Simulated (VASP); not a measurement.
## La: single point with PBE

Crystal: La.

```
CELL_PARAMETERS angstrom
-1.70035 1.70035 1.70035
1.70035 -1.70035 1.70035
1.70035 1.70035 -1.70035
ATOMIC_POSITIONS crystal
La 0.00000 0.00000 0.00000
```

This isn't the form of La at room conditions, which is double hcp.

```yaml
Program: VASP 6.6.1
Task: single point
Functional: PBE
Potentials_or_basis: VASP PAW PBE potentials, release 64 (La)
Cutoff: 520 eV
k_mesh: 13 × 13 × 13
Occupations: fermi-dirac, width 0.08 eV
Spin: no spin polarisation
```

- Pressure: 47.9 GPa
- Band gap on the k mesh: zero (an odd number of electrons rules out a gap without spin polarisation)

Levels at points of the mesh, in eV from the Fermi level:
| k point | band 3 | band 4 | band 5 | band 6 | band 7 | band 8 |
| --- | --- | --- | --- | --- | --- | --- |
| (0.00, 0.00, 0.00) | -12.94 | -12.94 | -0.24 | 1.77 | 1.77 | 1.77 |

Run time: 41 s on 1 thread of Intel Xeon 8259CL, on a shared host, peak memory 0.16 GiB.

Caveat: the cell stands under pressure; spin-orbit coupling is left out, which moves the levels of the heavy elements.
